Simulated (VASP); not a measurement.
The system is NaI.

```
Na I
1.0
     0.00000    3.23640    3.23640
     3.23640    0.00000    3.23640
     3.23640    3.23640    0.00000
Na I
1 1
Direct
  0.00000 0.00000 0.00000
  0.50000 0.50000 0.50000
```

Base run:

| Quantity | Value |
| --- | --- |
| Program | VASP 6.6.1 |
| Functional | PBEsol |
| Potentials or basis | VASP PAW PBE potentials, release 64 (Na_pv, I) |
| Cutoff | 520 eV |
| k mesh | 8 × 8 × 8 |
| Occupations | fermi-dirac, width 0.02 eV |
| Spin | no spin polarisation |

Its results: band gap on the k mesh 3.51 eV; pressure -0.5 GPa.

The run is repeated on the same cell with these changes: functional from PBEsol to PBE. What comes out?

Band gap on the k mesh 3.64 eV; pressure 0.4 GPa.

PBE binds less tightly than PBEsol, so the same cell stands under more pressure.

Caveats: spin-orbit coupling is left out, which moves the levels of the heavy elements; the PAW data sets were made with another functional, which shifts forces and pressure a little (at least some runs).

